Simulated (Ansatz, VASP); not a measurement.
Mn in VASP and in Ansatz

File INCAR:

```
PREC     = Accurate       # precision mode
ENCUT    = 520            # plane-wave cutoff, eV
EDIFF    = 1E-7           # SCF threshold, eV
ISMEAR   = -1             # smearing method
SIGMA    = 0.1            # smearing width, eV
LREAL    = False          # projectors in reciprocal space
LASPH    = True           # aspherical terms in the spheres
NELM     = 80             # most SCF steps
ALGO     = Normal         # electronic algorithm
ISIF     = 2              # what is computed and relaxed
LWAVE    = False          # write WAVECAR
LCHARG   = False          # write CHGCAR
GGA      = RE             # functional
NBANDS   = 20             # bands
```

File KPOINTS:

```
Automatic mesh
0
Gamma
  16 16 9
```

File POSCAR:

```
Mn
1.0
    2.5601990399      0.0000000000      0.0000000000
   -1.2800995199      2.2171974073      0.0000000000
    0.0000000000      0.0000000000      4.1388334847
Mn
2
Direct
    0.3333333333      0.6666666667      0.2500000000
    0.6666666667      0.3333333333      0.7500000000
```

Input for Ansatz:

```yaml
crystal:
  lattice:
    - [2.5601990399, 0.0, 0.0]
    - [-1.2800995199, 2.2171974073, 0.0]
    - [0.0, 0.0, 4.1388334847]
  atoms:
    - { symbol: Mn, position: [0.3333333333, 0.6666666667, 0.25] }
    - { symbol: Mn, position: [0.6666666667, 0.3333333333, 0.75] }
hamiltonian:
  xc: revpbe
  pseudopotentials:
    kind: paw
    azcp:
      Mn: "pseudopotentials/Mn.paw.azcp"
basis:
  ecutwfc: 420
  fft_grid_basis: typed
kpoints:
  mp_grid: { grid: [16, 16, 9], shift: [0, 0, 0] }
magnetization:
  spin_polarized: false
scf:
  occupations: { method: fermi_dirac, width: 0.1 }
  lower_state_search: "off"
output:
  stress: true
```

Alike in both runs: task single point; functional revPBE; k mesh 16 × 16 × 9; occupations fermi-dirac, width 0.1 eV; no spin polarisation.

```csv
,VASP,Ansatz
version,VASP 6.6.1,Ansatz 0.2.0
potentials or method,"VASP PAW PBE potentials, release 64 (Mn_pv), cutoff 520 eV","plane waves (420 eV) with PAW, scalar-relativistic"
valence electrons in the cell,26,30
```

```tsv
	VASP	Ansatz	Ansatz less VASP
pressure (GPa)	-17.2	-17.3	-0.09
traceless stress, the component that is largest in VASP (GPa)	-0.18	-0.09	+0.091
```

VASP's potentials were made for PBE, not for revPBE. With one functional, cell and mesh, what is left measures potentials, basis and numerics. VASP's potentials hold 26 valence electrons a cell and Ansatz's 30, so a difference there can come from the potentials and not from the codes.
